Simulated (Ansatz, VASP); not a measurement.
Sb3Br in VASP and in Ansatz

```
Sb Br
1.0
     0.00000    3.77598    3.77598
     3.77598    0.00000    3.77598
     3.77598    3.77598    0.00000
Sb Br
3 1
Cartesian
  1.8880 1.8880 1.8880
  5.6640 5.6640 5.6640
  3.7760 3.7760 3.7760
  0.0000 0.0000 0.0000
```

Change from the starting cell: species swapped into the Na3In type (Fm-3m, No. 225).

Alike in both runs: task relaxation of cell and atoms; functional PBE; k mesh 10 × 10 × 10; occupations gaussian, width 0.1 eV; no spin polarisation.

|  | VASP | Ansatz |
| --- | --- | --- |
| version | VASP 6.6.1 | Ansatz 0.2.0 |
| potentials or method | VASP PAW PBE potentials, release 64 (Sb, Br), cutoff 600 eV | scalar-relativistic, plane waves, PAW |
| valence electrons in the cell | 22 | 52 |

```csv
,VASP,Ansatz,Ansatz less VASP
"gap on the k mesh at the Fermi level, each at its own relaxed structure (eV)",none,none,-
relaxed volume (Å³/atom),26.71,26.78,+0.073
relaxed length of the cell vector where the two differ most in proportion (Å),5.326,5.331,+0.0048
```

A gap of «none» marks a metal or a gap that the smearing closes. VASP's potentials hold 22 valence electrons a cell and Ansatz's 52, so a difference there can come from the potentials and not from the codes.

Spin-orbit coupling is off throughout.
